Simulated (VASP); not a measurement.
Set up this calculation in VASP 6.6.1, as the native input.

```
Task                   : single point
Functional             : PBE
Potentials or basis    : VASP PAW PBE potentials, release 64 (P)
Cutoff                 : 520 eV
k mesh                 : 2 × 2 × 3
Occupations            : fermi-dirac, width 0.1 eV
Spin                   : no spin polarisation
Dipole correction      : no
Further INCAR settings : LREAL = Auto; ALGO = Normal; EDIFF = 1e-06; NBANDS = 50
```

The structure of P (a cell with a defect) lies in POSCAR:

```
P
1.0
   -6.6886500000      0.0000000000     -0.0000003200
    0.0000000000     -8.8508400000      0.0000000000
    1.6721622500      0.0000000000      5.3044420800
P
15
Direct
    0.0499694394      0.4613349693      0.2074757344
    0.3059232062      0.2939175265      0.2248485477
    0.4533958923      0.0462669080      0.8068711243
    0.1692795642      0.1708384741      0.8576600490
    0.0724564590      0.9681879912      0.1703470430
    0.3068141822      0.7889457950      0.1876682002
    0.4550419539      0.5301342020      0.7982212044
    0.2042979772      0.7009635244      0.7875286415
    0.5515674171      0.4639159673      0.2063061789
    0.8004138767      0.2919232525      0.2095617672
    0.6941242356      0.2172561022      0.8092540473
    0.5656456735      0.9518852448      0.1985494733
    0.8192626701      0.7983464846      0.1627804110
    0.9576442550      0.5306485034      0.7988550431
    0.7006487629      0.6970669451      0.7739956742
```

These files were run (other wordings do the same):

INCAR

```
PREC = Accurate
ENCUT = 520
EDIFF = 1E-6
ISMEAR = -1
SIGMA = 0.1
LREAL = Auto
LASPH = T
NELM = 100
ALGO = Normal
ISIF = 2
LWAVE = F
LCHARG = F
GGA = PE
NBANDS = 50
```

KPOINTS

```
regular mesh
0
Gamma
  2 2 3
```

Potentials or basis: VASP PAW PBE potentials, release 64 (P).

Run with:

```bash
$ cat potpaw_PBE.64/P/POTCAR > POTCAR
$ mpirun -np 1 vasp_std > vasp.out
```

Results of the run:

| Property | Result |
| --- | --- |
| Pressure | -1.2 GPa |
| Largest force | 0.494 eV/Å |
| Band gap on the k mesh | zero (an odd number of electrons rules out a gap without spin polarisation) |

Caveat: the k points lie up to 0.49 Å⁻¹ apart, too coarse for converged energies and pressures of a metal.

It took 110 s on 1 thread of Intel(R) Xeon(R) Platinum 8559C (Emerald Rapids) (shared host), peak memory 0.37 GiB.
